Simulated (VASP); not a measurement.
Input of a VASP 6.6.1 run:

File POSCAR:

```
CaO
1.0
    0.0000000000      2.3974301575      2.3974301575
    2.3974301575      0.0000000000      2.3974301575
    2.3974301575      2.3974301575      0.0000000000
Ca O
1 1
Direct
    0.5000000000      0.5000000000      0.5000000000
    0.0000000000      0.0000000000      0.0000000000
```

INCAR.step1

```
SYSTEM = CaO
PREC = Accurate
ENCUT = 520
ISMEAR = 0
SIGMA = 0.05
LREAL = .FALSE.
LASPH = .TRUE.
NELM = 100
NBANDS = 15
GGA = PE
ALGO = Normal
EDIFF = 1E-4
LWAVE = .TRUE.
LCHARG = .FALSE.
```

File INCAR.step2:

```
SYSTEM = CaO
PREC = Accurate
ENCUT = 520
EDIFF = 1E-6
ISMEAR = 0
SIGMA = 0.05
LREAL = .FALSE.
LASPH = .TRUE.
NELM = 100
ALGO = Normal
ISIF = 2
LWAVE = .FALSE.
LCHARG = .FALSE.
METAGGA = R2SCAN
LMIXTAU = .TRUE.
NBANDS = 15
ISTART = 1
```

KPOINTS

```
regular mesh
0
G
  8 8 8
  0 0 0
```

Potentials or basis: VASP PAW PBE potentials, release 64 (Ca_sv, O).

The run is started by

```bash
$ cat potpaw_PBE.64/Ca_sv/POTCAR potpaw_PBE.64/O/POTCAR > POTCAR
$ cp INCAR.step1 INCAR
$ mpirun -np 1 vasp_std > vasp.out
$ cp INCAR.step2 INCAR
$ mpirun -np 1 vasp_std > vasp.out
```

Question: Estimate the pressure.

Answer: 1.1 GPa.

Question: Estimate the band gap on the k mesh.

Answer: 4.19 eV, indirect (least direct gap 4.56 eV).

Caveat: the PAW data sets were made with another functional, which shifts forces and pressure a little. A k mesh can miss the band edges.
